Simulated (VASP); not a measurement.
Here is a VASP 6.6.1 calculation.

The input INCAR:

```
SYSTEM = MgO
PREC = Accurate
ENCUT = 520
EDIFF = 1E-6
ISMEAR = 0
SIGMA = 0.05
LREAL = .False.
LASPH = .True.
NELM = 60
ALGO = Normal
ISIF = 2
LWAVE = .False.
LCHARG = .True.
GGA = PE
LELF = .True.
LVHAR = .True.
NBANDS = 16
```

The input KPOINTS:

```
regular mesh
0
Gamma
  6 6 6
  0 0 0
```

File POSCAR:

```
MgO
1.0
    3.3817865268      0.0000000000      0.0000000000
   -1.6908932634      2.9287130424      0.0000000000
    0.0000000000      0.0000000000      4.1153706017
Mg O
2 2
Direct
    0.6666666667      0.3333333333      0.7500000000
    0.3333333333      0.6666666667      0.2500000000
    0.6666666667      0.3333333333      0.2500000000
    0.3333333333      0.6666666667      0.7500000000
```

Potentials or basis: VASP PAW PBE potentials, release 64 (Mg, O).

Launch:

```sh
$ cat potpaw_PBE.64/Mg/POTCAR potpaw_PBE.64/O/POTCAR > POTCAR
$ mpirun -np 1 vasp_std > vasp.out
```

(1) Estimate the pressure.

(2) Predict the band gap on the k mesh.

## Answers

(1) 16.6 GPa.

(2) 3.82 eV, direct.

Caveat: the cell differs from its parent crystal (strain -0.030 along x and y, -0.015 along z).
